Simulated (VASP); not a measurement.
Set up this calculation in VASP 6.6.1, as the native input.

```
Task                   : single point
Functional             : PBE
Potentials or basis    : VASP PAW PBE potentials, release 64 (Cr_pv, In_d, F)
Cutoff                 : 520 eV
k mesh                 : 10 × 10 × 10
Occupations            : gaussian, width 0.1 eV
Spin                   : collinear spin, ferromagnetic start
Starting moments       : [3.56, 0.0, 0.0, 0.0, 0.0] μB
Dipole correction      : no
Further INCAR settings : ALGO = Normal; EDIFF = 1e-06; NBANDS = 35
```

The structure of CrInF3 lies in POSCAR:

```
CrInF3
1.0
    4.2420731789      0.0000000000      0.0000000000
    0.0000000000      4.2420731789      0.0000000000
    0.0000000000      0.0000000000      4.2420731789
Cr In F
1 1 3
Direct
    0.0000000000      0.0000000000      0.0000000000
    0.5000000000      0.5000000000      0.5000000000
    0.5000000000      0.0000000000      0.0000000000
    0.0000000000      0.0000000000      0.5000000000
    0.0000000000      0.5000000000      0.0000000000
```

One way to write it, as run:

INCAR

```
SYSTEM = CrInF3
  PREC = Accurate
  ENCUT = 520
  EDIFF = 1E-6
  ISMEAR = 0
  SIGMA = 0.1
  LREAL = .FALSE.
  LASPH = .TRUE.
  NELM = 150
  ALGO = Normal
  ISIF = 2
  LWAVE = .FALSE.
  LCHARG = .FALSE.
  ISPIN = 2
  MAGMOM = 3.56 0 0 0 0
  LORBIT = 11
  LMAXMIX = 4
  GGA = PE
  NBANDS = 35
```

KPOINTS

```
Automatic mesh
0
G
  10 10 10
  0 0 0
```

Potentials or basis: VASP PAW PBE potentials, release 64 (Cr_pv, In_d, F).

Launch:

```bash
$ cat potpaw_PBE.64/Cr_pv/POTCAR potpaw_PBE.64/In_d/POTCAR potpaw_PBE.64/F/POTCAR > POTCAR
$ mpirun -np 1 vasp_std > vasp.out
```

Results of the run:

* Pressure: -0.1 GPa
* Band gap on the k mesh: zero (filled and empty bands overlap)
* Net moment: 4.00 μB per cell
* Site moments: Cr +3.69; In +0.01; F +0.01 μB
* Valence electrons inside the program's atomic spheres: Cr 10.39; In 11.19; F 6.07

Caveat: spin-orbit coupling is left out, which moves the levels of the heavy elements; a cell with one magnetic atom can't hold antiferromagnetic order, which such compounds often take; semilocal functionals often make such compounds metallic where correlation or magnetic order opens a gap, which also shifts bond lengths.

Run time: 3.3 min on 1 thread of Intel(R) Xeon(R) Platinum 8259CL CPU @ 2.50GHz (Skylake/Cascade Lake), with other jobs on the host, peak memory 0.35 GiB.
